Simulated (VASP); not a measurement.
Wanted: the native input for a VASP 6.6.1 run.

| Property | Result |
| --- | --- |
| Task | relaxation of cell and atoms |
| Functional | LDA |
| Potentials or basis | VASP PAW LDA potentials, release 64 (Au) |
| Cutoff | 600 eV |
| k mesh | 18 × 18 × 18 |
| Occupations | fermi-dirac, width 0.05 eV |
| Spin | no spin polarisation |
| Target pressure | 170 GPa |
| Dipole correction | no |
| Further INCAR settings | ALGO = Normal; EDIFF = 1e-06; IBRION = 2; EDIFFG = -0.005; NSW = 32; ISIF = 3 |

The structure of Au lies in POSCAR:

```
Au
1.0
    0.0000000000      1.8063455906      1.8063455906
    1.8063455906      0.0000000000      1.8063455906
    1.8063455906      1.8063455906      0.0000000000
Au
1
Direct
    0.0000000000      0.0000000000      0.0000000000
```

One way to write it, as run:

INCAR

```
  PREC = Accurate
  ENCUT = 600
  EDIFF = 1E-6
  ISMEAR = -1
  SIGMA = 0.05
  LREAL = F
  LASPH = T
  NELM = 80
  ALGO = Normal
  ISIF = 3
  LWAVE = F
  LCHARG = F
  IBRION = 2
  NSW = 32
  EDIFFG = -0.005
  PSTRESS = 1700.0
```

KPOINTS

```
Automatic mesh
0
Gamma
  18 18 18
```

Potentials or basis: VASP PAW LDA potentials, release 64 (Au).

The run is started by

```bash
$ cat potpaw_LDA.64/Au/POTCAR > POTCAR
$ mpirun -np 1 vasp_std > vasp.out
```

Results of the run:

| Quantity | Value |
| --- | --- |
| Relaxed volume | 11.83 Å³/atom |
| Relaxed cell | a = 2.557 Å, b = 2.557 Å, c = 2.557 Å, α = 60.00°, β = 60.00°, γ = 60.00° |
| Space group after relaxing (to 0.05 Å) | Fm-3m (No. 225) |
| Energy change on relaxing (the enthalpy is what falls) | -41.8 meV/atom |
| Ionic steps | 3 |
| Pressure after relaxing | 169.9 GPa |

Caveat: the cell is relaxed towards a set pressure, so the enthalpy falls and the energy may rise.

Wall time 37 s on 1 thread of Intel(R) Xeon(R) Platinum 8375C CPU @ 2.90GHz (Ice Lake), with other jobs on the host, peak memory 0.15 GiB.
